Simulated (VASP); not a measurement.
Crystal: HgTe.

```xyz
2
Lattice="0.0000 3.1800 3.1800 3.1800 0.0000 3.1800 3.1800 3.1800 0.0000" Properties=species:S:1:pos:R:3 pbc="T T T"
Hg    0.0000    0.0000    0.0000
Te    3.1800    3.1800    3.1800
```

```yaml
Program: VASP 6.6.1
Task: relaxation of cell and atoms
Functional: BLYP
Dispersion: D4
Potentials_or_basis: VASP PAW PBE potentials, release 64 (Hg, Te)
Cutoff: 600 eV
k_mesh: 7 × 7 × 7
Occupations: fermi-dirac, width 0.05 eV
Spin: no spin polarisation
```

At the start: pressure -4.1 GPa; volume 32.16 Å³/atom.

Q: How do energy, volume and symmetry change on relaxing?

A: Over 3 steps the energy falls by 47.7 meV/atom and the volume is 28.81 Å³/atom (-10.4 %); space group Fm-3m (No. 225, to 0.1 Å) before and after.

Step by step:
| step | energy change (eV) | largest force (eV/Å) | pressure (GPa) | volume (Å³) |
| --- | --- | --- | --- | --- |
| 1 | 0.0000 | 0.0000 | -4.06 | 64.31 |
| 2 | -0.0943 | 0.0000 | 0.55 | 57.02 |
| 3 | -0.0954 | 0.0000 | 0.01 | 57.62 |

Final structure:
```
Hg Te
1.0
     0.00000    3.06564    3.06564
     3.06564    0.00000    3.06564
     3.06564    3.06564    0.00000
Hg Te
1 1
Cartesian
  0.0000 0.0000 0.0000
  3.0656 3.0656 3.0656
```

Caveat: the PAW data sets were made with another functional, which shifts forces and pressure a little.
